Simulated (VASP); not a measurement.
Here is a VASP 6.6.1 calculation.

Contents of POSCAR:

```
Ni
1.0
    0.0000000000      2.5723530613      2.5723530613
    2.5723530613      0.0000000000      2.5723530613
    2.5723530613      2.5723530613      0.0000000000
Ni
2
Direct
    0.1250000000      0.1250000000      0.1250000000
    0.8750000000      0.8750000000      0.8750000000
```

The input INCAR.step1:

```
  PREC = Accurate
  ENCUT = 520
  ISMEAR = -1
  SIGMA = 0.1
  LREAL = F
  LASPH = T
  NELM = 100
  NBANDS = 17
  GGA = PE
  ALGO = Normal
  EDIFF = 1E-4
  LWAVE = T
  LCHARG = F
```

Contents of INCAR.step2:

```
  PREC = Accurate
  ENCUT = 520
  EDIFF = 1E-6
  ISMEAR = -1
  SIGMA = 0.1
  LREAL = F
  LASPH = T
  NELM = 100
  ALGO = Normal
  ISIF = 2
  LWAVE = F
  LCHARG = F
  METAGGA = R2SCAN
  LMIXTAU = T
  NBANDS = 17
  ISTART = 1
```

Contents of KPOINTS:

```
Automatic mesh
0
Gamma
  12 12 12
```

Potentials or basis: VASP PAW PBE potentials, release 64 (Ni).

Command:

```bash
$ cat potpaw_PBE.64/Ni/POTCAR > POTCAR
$ cp INCAR.step1 INCAR
$ mpirun -np 1 vasp_std > vasp.out
$ cp INCAR.step2 INCAR
$ mpirun -np 1 vasp_std > vasp.out
```

What does it give for the pressure?

-6.6 GPa.

Estimate the band gap on the k mesh.

zero (band 10 reaches 4.18 eV, above the bottom of band 11 at 3.89 eV).

Caveat: the PAW data sets were made with another functional, which shifts forces and pressure a little; the run has no spin polarisation, though such a crystal can be magnetic. Spin polarisation is off, so any magnetic state and its effect on volume and gap are missing.
